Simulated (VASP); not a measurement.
Runs of VASP 6.6.1 on MgS. The structure is that of space group Fm-3m (No. 225), or close to it. The cells are those of the table. 

```csv
level,cell,k mesh,smearing,grid for exact exchange (PRECFOCK),share of exact exchange,screening parameter,gap on the mesh (eV),pressure (GPa)
r2SCAN,"a = 3.685, b = 3.685, c = 3.679 Å, angles 60.1, 60.1, 59.9°, 2 atoms",8 × 8 × 8,gaussian 0.01 eV,-,-,-,3.41,-0.7
r2SCAN,"a = 3.630 Å, angles 60.0°, 2 atoms",8 × 8 × 8,gaussian 0.01 eV,-,-,-,3.52,3.0
PBE,"a = 3.634, b = 3.634, c = 3.588 Å, angles 60.4, 60.4, 59.2°, 2 atoms",8 × 8 × 8,fermi-dirac 0.02 eV,-,-,-,2.77,5.3
r2SCAN,"a = 3.634, b = 3.634, c = 3.588 Å, angles 60.4, 60.4, 59.2°, 2 atoms",8 × 8 × 8,gaussian 0.01 eV,-,-,-,3.43,4.0
PBE,"a = 3.630 Å, angles 60.0°, 2 atoms",8 × 8 × 8,fermi-dirac 0.02 eV,-,-,-,2.86,(b)
HSE06,"a = 3.630 Å, angles 60.0°, 2 atoms",6 × 6 × 6,gaussian 0.01 eV,Normal,0.25,0.2079 1/Å,3.85,(a)
HSE06,"a = 3.634, b = 3.634, c = 3.588 Å, angles 60.4, 60.4, 59.2°, 2 atoms",6 × 6 × 6,gaussian 0.01 eV,Normal,0.25,0.2079 1/Å,(c),3.7
HSE06,"a = 3.685, b = 3.685, c = 3.679 Å, angles 60.1, 60.1, 59.9°, 2 atoms",6 × 6 × 6,gaussian 0.01 eV,Normal,0.25,0.2079 1/Å,3.73,-1.0
PBE,"a = 3.685, b = 3.685, c = 3.679 Å, angles 60.1, 60.1, 59.9°, 2 atoms",8 × 8 × 8,fermi-dirac 0.02 eV,-,-,-,2.75,0.6
```

Alike in all rows: task single point; potentials or basis VASP PAW PBE potentials, release 64 (Mg, S); no spin polarisation; cutoff (eV) 520.

Fill in the values left out.

(a) 2.7; (b) 4.3; (c) 3.75.

Caveats: the PAW data sets were made with another functional, which shifts forces and pressure a little (at least some runs); the cell stands under pressure (at least some runs).

A k mesh can miss the band edges.
